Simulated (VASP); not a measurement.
A run of VASP 6.6.1 is set up as follows.

The input INCAR:

```
SYSTEM = Ag
PREC = Accurate
ENCUT = 400
EDIFF = 1E-8
ISMEAR = -1
SIGMA = 0.05
LREAL = .False.
LASPH = .True.
NELM = 120
ALGO = Normal
ISIF = 2
LWAVE = .False.
LCHARG = .False.
GGA = PE
LEFG = .True.
NBANDS = 12
GGA_COMPAT = .False.
```

File KPOINTS:

```
regular mesh
0
Gamma
  15 15 15
  0 0 0
```

Contents of POSCAR:

```
Ag
1.0
    0.0000000000      2.0431000000      2.1043930000
    2.0431000000      0.0000000000      2.1043930000
    2.0431000000      2.0431000000      0.0000000000
Ag
1
Direct
    0.0000000000      0.0000000000      0.0000000000
```

Potentials or basis: VASP PAW PBE potentials, release 64 (Ag).

Launch:

```bash
$ cat potpaw_PBE.64/Ag/POTCAR > POTCAR
$ mpirun -np 1 vasp_std > vasp.out
```

Question: Predict the band gap on the k mesh.

Answer: Zero (an odd number of electrons rules out a gap without spin polarisation).

Question: Predict the pressure.

Answer: 1.0 GPa.

Stress tensor (GPa, compression positive):
```
1.18 0.00 0.00
0.00 1.18 0.00
0.00 0.00 0.59
```

Caveat: the cell differs from its parent crystal (zz strain of +3 %); without QUAD_EFG the Cq values of the log hold for a quadrupole moment of 1 mb, not for the nuclei.
